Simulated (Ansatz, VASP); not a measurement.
# Sc2B3: VASP beside Ansatz

```
CELL_PARAMETERS angstrom
3.42036 0.00000 0.00000
-1.71018 2.96212 0.00000
0.00000 0.00000 6.87245
ATOMIC_POSITIONS crystal
Sc 0.33333 0.66667 0.17902
Sc 0.00000 0.00000 0.56269
B 0.83378 0.16622 0.91440
B 0.83378 0.66755 0.91440
B 0.33245 0.16622 0.91440
```

Alike in both runs: functional PBE; k mesh 12 × 12 × 6; occupations gaussian, width 0.1 eV; no spin polarisation.

Ansatz relaxed the structure, and its values are those at the end. VASP's run is a single point on that final structure, the one shown.

|  | VASP | Ansatz |
| --- | --- | --- |
| version | VASP 6.6.1 | Ansatz 0.2.0 |
| potentials or method | VASP PAW PBE potentials, release 64 (Sc_sv, B), cutoff 520 eV | scalar-relativistic, plane waves, PAW |
| valence electrons in the cell | 31 | 31 |

|  | VASP | Ansatz | Ansatz less VASP |
| --- | --- | --- | --- |
| gap on the k mesh at the Fermi level (eV) | none | none | - |
| pressure (GPa) | 0.1 | 0.0 | -0.12 |
| rms of the force components (eV/Å) | 0.012 | 0.000 | -0.0112 |

A gap of «none» marks a metal or a gap that the smearing closes. With one functional, cell and mesh, what is left measures potentials, basis and numerics.
